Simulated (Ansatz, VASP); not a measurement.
## One calculation of TiSi, two programs

```
Ti Si
1.0
     1.75938   -2.05140    0.00000
     1.75938    2.05140    0.00000
     0.00000    0.00000    4.05348
Ti Si
1 1
Direct
  0.50000 0.50000 0.00000
  0.00000 0.00000 0.50000
```

Alike in both runs: task single point; functional r2SCAN; k mesh 20 × 20 × 14; occupations gaussian, width 0.15 eV; no spin polarisation.

|  | VASP | Ansatz |
| --- | --- | --- |
| version | VASP 6.6.1 | Ansatz 0.2.0 |
| potentials or method | VASP PAW PBE potentials, release 64 (Ti_sv, Si), cutoff 520 eV | scalar-relativistic, plane waves, PAW |
| valence electrons in the cell | 16 | 16 |

```tsv
	VASP	Ansatz	Ansatz less VASP
gap on the k mesh at the Fermi level (eV)	none	none	-
pressure (GPa)	-2.9	-3.3	-0.37
traceless stress, the component that is largest in VASP (GPa)	-7.51	-7.48	+0.029
```

VASP's potentials were made for PBE, not for r2SCAN. A gap of «none» marks a metal or a gap that the smearing closes.
